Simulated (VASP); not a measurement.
Write the native input for VASP 6.6.1 that does the following.

```
Task                   : single point
Functional             : r2SCAN
Potentials or basis    : VASP PAW PBE potentials, release 64 (Tl_d, Zn, Cl)
Cutoff                 : 520 eV
k mesh                 : 4 × 4 × 4
Occupations            : gaussian, width 0.01 eV
Spin                   : no spin polarisation
Dipole correction      : no
Further INCAR settings : ALGO = Normal; EDIFF = 1e-07; NBANDS = 31
```

The system is TlZnCl3.

```
Tl Zn Cl
1.0
     4.95559    0.00000    0.00000
     0.00000    4.95559    0.00000
     0.00000    0.00000    4.95559
Tl Zn Cl
1 1 3
Direct
  0.00000 0.00000 0.00000
  0.50000 0.50000 0.50000
  0.50000 0.50000 0.00000
  0.50000 0.00000 0.50000
  0.00000 0.50000 0.50000
```

The input as run:

POSCAR

```
TlZnCl3
1.0
    4.9555929944      0.0000000000      0.0000000000
    0.0000000000      4.9555929944      0.0000000000
    0.0000000000      0.0000000000      4.9555929944
Tl Zn Cl
1 1 3
Direct
    0.0000000000      0.0000000000      0.0000000000
    0.5000000000      0.5000000000      0.5000000000
    0.5000000000      0.5000000000      0.0000000000
    0.5000000000      0.0000000000      0.5000000000
    0.0000000000      0.5000000000      0.5000000000
```

INCAR.step1

```
SYSTEM = TlZnCl3
PREC     = Accurate       ! precision mode
ENCUT    = 520            ! plane-wave cutoff, eV
ISMEAR   = 0              ! smearing method
SIGMA    = 0.01           ! smearing width, eV
LREAL    = .FALSE.        ! projectors in reciprocal space
LASPH    = .TRUE.         ! aspherical terms in the spheres
NELM     = 100            ! most SCF steps
NBANDS   = 31             ! bands
GGA      = PE             ! functional
ALGO     = Normal         ! electronic algorithm
EDIFF    = 1E-4           ! SCF threshold, eV
LWAVE    = .TRUE.         ! write WAVECAR
LCHARG   = .FALSE.        ! write CHGCAR
```

INCAR.step2

```
SYSTEM = TlZnCl3
PREC     = Accurate       ! precision mode
ENCUT    = 520            ! plane-wave cutoff, eV
EDIFF    = 1E-7           ! SCF threshold, eV
ISMEAR   = 0              ! smearing method
SIGMA    = 0.01           ! smearing width, eV
LREAL    = .FALSE.        ! projectors in reciprocal space
LASPH    = .TRUE.         ! aspherical terms in the spheres
NELM     = 100            ! most SCF steps
ALGO     = Normal         ! electronic algorithm
ISIF     = 2              ! what is computed and relaxed
LWAVE    = .FALSE.        ! write WAVECAR
LCHARG   = .TRUE.         ! write CHGCAR
METAGGA  = R2SCAN         ! meta-GGA
LMIXTAU  = .TRUE.       
LELF     = .TRUE.         ! ELF
LVHAR    = .TRUE.       
NBANDS   = 31             ! bands
ISTART   = 1
```

KPOINTS

```
regular mesh
0
G
  4 4 4
  0 0 0
```

Potentials or basis: VASP PAW PBE potentials, release 64 (Tl_d, Zn, Cl).

The run is started by

```console
$ cat potpaw_PBE.64/Tl_d/POTCAR potpaw_PBE.64/Zn/POTCAR potpaw_PBE.64/Cl/POTCAR > POTCAR
$ cp INCAR.step1 INCAR
$ mpirun -np 1 vasp_std > vasp.out
$ cp INCAR.step2 INCAR
$ mpirun -np 1 vasp_std > vasp.out
```

It gave:

The pressure is -1.2 GPa and the band gap on the k mesh is 2.18 eV (least direct gap 2.82 eV).

Caveat: the PAW data sets were made with another functional, which shifts forces and pressure a little; spin-orbit coupling is left out, which moves the levels of the heavy elements.

Run time: 67 s on 1 thread of Intel(R) Xeon(R) 6975P-C (Granite Rapids), on a shared host, peak memory 0.28 GiB.
